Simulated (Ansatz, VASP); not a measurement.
**Two plane-wave programs on Au**

File INCAR:

```
PREC = Accurate ; ENCUT = 520
EDIFF = 1E-7 ; ISMEAR = 0
SIGMA = 0.15 ; LREAL = False
LASPH = True ; NELM = 80
ALGO = Normal ; ISIF = 2
LWAVE = False ; LCHARG = False
GGA = PE ; NBANDS = 12
```

File KPOINTS:

```
regular mesh
0
Gamma
  20 20 20
```

File POSCAR:

```
Au
1.0
    0.0000000000      1.8818600000      2.0455000000
    1.8818600000      0.0000000000      2.0455000000
    1.8818600000      1.8818600000      0.0000000000
Au
1
Direct
    0.0000000000      0.0000000000      0.0000000000
```

Input for Ansatz:

```yaml
crystal:
  lattice:
    - [0.0, 1.88186, 2.0455]
    - [1.88186, 0.0, 2.0455]
    - [1.88186, 1.88186, 0.0]
  atoms:
    - { symbol: Au, position: [0.0, 0.0, 0.0] }
basis:
  ecutwfc: 420
kpoints:
  mp_grid: { grid: [20, 20, 20] }
hamiltonian:
  xc: pbe
scf:
  occupations: { method: gaussian, width: 0.15 }
output:
  forces: true
  stress: true
  eigenvalues: true
```

Change from the starting cell: strain -0.080 along x and y, +0.000 along z, atoms carried along.

Alike in both runs: task single point; functional PBE; k mesh 20 × 20 × 20; occupations gaussian, width 0.15 eV; no spin polarisation.

```csv
,VASP,Ansatz
version,VASP 6.6.1,Ansatz 0.2.0
potentials or method,"VASP PAW PBE potentials, release 64 (Au), cutoff 520 eV","scalar-relativistic, plane waves, PAW"
valence electrons in the cell,11,19
```

|  | VASP | Ansatz | Ansatz less VASP |
| --- | --- | --- | --- |
| gap on the k mesh at the Fermi level (eV) | none | none | - |
| pressure (GPa) | 56.4 | 56.9 | +0.50 |
| traceless stress, the component that is largest in VASP (GPa) | -5.34 | -5.37 | -0.033 |

A gap of «none» marks a metal or a gap that the smearing closes. Both programs put the cell under a high pressure, so it lies far from rest at this level. The functional is the same, so the differences come from potentials, cutoffs and numerics. VASP's potentials hold 11 valence electrons a cell and Ansatz's 19, so a difference there can come from the potentials and not from the codes.

Spin-orbit coupling is off throughout.
